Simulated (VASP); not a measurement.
Runs of VASP 6.6.1 on SrTiO3. The structure is that of space group Pm-3m (No. 221), or close to it. The cells are those of the table. 

| task | cell | gap on the mesh (eV) | pressure (GPa) |
| --- | --- | --- | --- |
| single point | a = 3.905, b = 3.905, c = 3.788 Å, 5 atoms | 1.88 | (a) |
| electric field gradients | a = 3.905, b = 3.905, c = 3.944 Å, 5 atoms | 1.84 | -3.0 |
| single point | a = 3.905, b = 3.905, c = 3.944 Å, 5 atoms | 1.84 | -3.0 |
| single point | a = 3.905, b = 3.905, c = 3.827 Å, 5 atoms | 1.88 | 2.6 |
| single point | a = 3.905, b = 3.905, c = 3.983 Å, 5 atoms | 1.82 | (b) |
| single point | a = 3.905, b = 3.905, c = 4.022 Å, 5 atoms | 1.79 | -6.0 |
| single point | a = 3.905, b = 3.905, c = 3.866 Å, 5 atoms | 1.87 | 0.6 |

Alike in all rows: level PBEsol; potentials or basis VASP PAW PBE potentials, release 64 (Sr_sv, Ti_sv, O); no spin polarisation; k mesh 7 × 7 × 7; cutoff (eV) 520; smearing fermi-dirac 0.05 eV.

Q: Estimate the missing entries.

A: (a) 4.8; (b) -4.6.

Caveats: the PAW data sets were made with another functional, which shifts forces and pressure a little; the cell stands under tension (at least some runs); the stress differs along the axes, from 2 to 11 GPa (at least some runs); the stress differs along the axes, from 1 to 6 GPa (at least some runs); the stress differs along the axes, from -10 to -4 GPa (at least some runs).

A k mesh can miss the band edges, and the runs leave out spin-orbit coupling on Sr.
